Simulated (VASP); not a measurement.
AlGa3N4: single point with PBEsol

Crystal: AlGa3N4.

```xyz
8
Lattice="5.1424 0.0000 0.0001 0.0000 3.1650 0.0000 -0.0036 0.0000 5.4785" Properties=species:S:1:pos:R:3 pbc="T T T"
Al    0.0007    1.5825    3.6561
Ga    2.5654    1.5825    1.8349
Ga    2.5632    0.0000    4.5557
Ga    5.0615    0.0795    0.9105
N     0.6142    1.5825    1.8632
N     0.6020    0.0000    4.5273
N     3.1899    0.0000    0.9107
N     3.2436    1.5825    3.6559
```

This cell differs from its parent crystal: atom 4 (Ga) moved -0.113 Å along Cartesian [1 -1 0].

| Quantity | Value |
| --- | --- |
| Program | VASP 6.6.1 |
| Task | single point |
| Functional | PBEsol |
| Potentials or basis | VASP PAW PBE potentials, release 64 (Al, Ga_d, N) |
| Cutoff | 520 eV |
| k mesh | 6 × 8 × 6 |
| Occupations | gaussian, width 0.05 eV |
| Spin | no spin polarisation |
| Dipole correction | no |
| Further INCAR settings | ALGO = Normal; EDIFF = 1e-06; NBANDS = 41 |

The pressure is 0.3 GPa. The largest force is 1.765 eV/Å and the band gap on the k mesh is 2.33 eV.

Forces in eV/Å, atoms in the order of the input:
```
Al   0.154  0.048 -0.042
Ga  -0.415  0.043  0.065
Ga  -0.250 -0.006 -0.060
Ga   1.526 -0.886 -0.042
N   -0.169  0.678 -0.083
N   -0.127  0.074  0.168
N   -0.706  0.046 -0.015
N   -0.013  0.002  0.008
```

Stress tensor (GPa, compression positive):
```
 1.88  0.73  0.07
 0.73 -0.49  0.87
 0.07  0.87 -0.61
```

Levels at points of the mesh, in eV from the valence-band top:
```
           k point  band 27  band 28  band 29  band 30  band 31  band 32  band 33  band 34  band 35  band 36
(0.00, 0.00, 0.00)    -1.03    -0.78    -0.16    -0.08     0.00     2.33     4.66     5.10     5.65     6.39
(0.50, 0.00, 0.00)    -1.69    -0.68    -0.53    -0.51    -0.43     4.27     4.44     4.52     5.07     7.75
(0.00, 0.50, 0.00)    -3.47    -2.11    -2.01    -1.91    -1.83     5.40     5.52     6.87     7.00     7.69
(0.50, 0.50, 0.00)    -3.14    -1.71    -1.60    -1.47    -1.45     5.67     5.73     6.04     6.20     7.80
(0.00, 0.00, 0.50)    -1.85    -0.80    -0.74    -0.63    -0.27     4.56     4.67     6.11     6.41     7.30
(0.50, 0.00, 0.50)    -1.89    -1.49    -1.37    -1.21    -0.91     5.23     5.35     5.44     5.74     7.54
(0.00, 0.50, 0.50)    -2.60    -2.36    -2.19    -0.97    -0.81     4.88     5.05     5.50     5.68     5.94
(0.50, 0.50, 0.50)    -1.95    -1.78    -1.68    -1.66    -1.58     4.24     4.33     4.44     4.83     7.22
```

Run time: 6.1 min on 1 thread of Intel(R) Xeon(R) Platinum 8488C (Sapphire Rapids), with other jobs on the host, peak memory 0.51 GiB.

Caveat: the cell differs from its parent crystal (atom 4 (Ga) moved -0.113 Å along Cartesian [1 -1 0]); the PAW data sets were made with another functional, which shifts forces and pressure a little.
